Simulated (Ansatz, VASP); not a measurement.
**ZrAl3N4: VASP beside Ansatz**

```
Zr Al N
1.0
     3.33498    0.00000    0.00000
     0.00000    3.33498    0.00000
     0.00000    0.00000    9.43274
Zr Al N
1 3 4
Cartesian
  1.6675 1.6675 0.0000
  0.0000 0.0000 7.0746
  0.0000 0.0000 2.3582
  1.6675 1.6675 4.7164
  0.0000 0.0000 0.0000
  1.6675 1.6675 2.3582
  0.0000 0.0000 4.7164
  1.6675 1.6675 7.0746
```

Alike in both runs: task relaxation of cell and atoms; functional PBE; k mesh 6 × 6 × 2; occupations gaussian, width 0.1 eV; no spin polarisation.

```csv
,VASP,Ansatz
version,VASP 6.6.1,Ansatz 0.2.0
potentials or method,"VASP PAW PBE potentials, release 64 (Zr_sv, Al, N), cutoff 600 eV","scalar-relativistic, plane waves, PAW"
valence electrons in the cell,41,41
```

Ansatz gave:

```
gap on the k mesh at the Fermi level, each at its own relaxed structure (eV) : none
relaxed volume (Å³/atom)                                                     : 9.74
relaxed cell length with the largest relative difference (Å)                 : 8.512
```

Task: What did VASP give for the same quantities?

Result: gap on the k mesh at the Fermi level, each at its own relaxed structure (eV): none; relaxed volume (Å³/atom): 9.73; relaxed cell length with the largest relative difference (Å): 8.489.

A gap of «none» marks a metal or a gap that the smearing closes.

Noted on VASP's run: the volume moved by over 15 % at a fixed basis, so the end points are rough.
